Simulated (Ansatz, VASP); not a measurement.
Sb2S: VASP beside Ansatz

Contents of INCAR:

```
PREC = Accurate
ENCUT = 600
EDIFF = 1E-6
ISMEAR = 0
SIGMA = 0.1
LREAL = False
LASPH = True
NELM = 100
ALGO = Normal
ISIF = 3
LWAVE = False
LCHARG = False
GGA = PE
IBRION = 2
NSW = 90
EDIFFG = -0.04
```

File KPOINTS:

```
regular mesh
0
Gamma
  4 4 4
```

Contents of POSCAR:

```
Sb2S
1.0
    5.6649594400      0.0000000000      0.0000000000
    0.0000000000      5.6649594400      0.0000000000
    0.0000000000      0.0000000000      5.6649594400
Sb S
4 2
Direct
    0.7500000000      0.7500000000      0.7500000000
    0.2500000000      0.2500000000      0.7500000000
    0.2500000000      0.7500000000      0.2500000000
    0.7500000000      0.2500000000      0.2500000000
    0.0000000000      0.0000000000      0.0000000000
    0.5000000000      0.5000000000      0.5000000000
```

Input for Ansatz:

```yaml
crystal:
  lattice:
    - [5.66495944, 0.0, 0.0]
    - [0.0, 5.66495944, 0.0]
    - [0.0, 0.0, 5.66495944]
  atoms:
    - { symbol: Sb, position: [0.75, 0.75, 0.75] }
    - { symbol: Sb, position: [0.25, 0.25, 0.75] }
    - { symbol: Sb, position: [0.25, 0.75, 0.25] }
    - { symbol: Sb, position: [0.75, 0.25, 0.25] }
    - { symbol: S, position: [0.0, 0.0, 0.0] }
    - { symbol: S, position: [0.5, 0.5, 0.5] }
basis:
  ecutwfc: 420
kpoints:
  mp_grid: { grid: [4, 4, 4] }
hamiltonian:
  xc: pbe
scf:
  occupations: { method: gaussian, width: 0.1 }
  lower_state_search: "off"
output:
  forces: true
  stress: true
  eigenvalues: true
relax:
  adjacent_minimum: "off"
  f_tol: 0.04
  max_steps: 70
  cell: { stress_tol: 0.4 }
```

Alike in both runs: task relaxation of cell and atoms; functional PBE; k mesh 4 × 4 × 4; occupations gaussian, width 0.1 eV; no spin polarisation.

|  | VASP | Ansatz |
| --- | --- | --- |
| version | VASP 6.6.1 | Ansatz 0.2.0 |
| potentials or method | VASP PAW PBE potentials, release 64 (Sb, S), cutoff 600 eV | scalar-relativistic, plane waves, PAW |
| valence electrons in the cell | 32 | 72 |

```tsv
	VASP	Ansatz	Ansatz less VASP
gap on the k mesh at the Fermi level, each at its own relaxed structure (eV)	none	none	-
relaxed volume (Å³/atom)	34.83	34.86	+0.030
relaxed cell length with the largest relative difference (Å)	5.934	5.936	+0.0017
```

A gap of «none» marks a metal or a gap that the smearing closes. VASP's potentials hold 32 valence electrons a cell and Ansatz's 72, so a difference there can come from the potentials and not from the codes.

Spin-orbit coupling is off throughout.
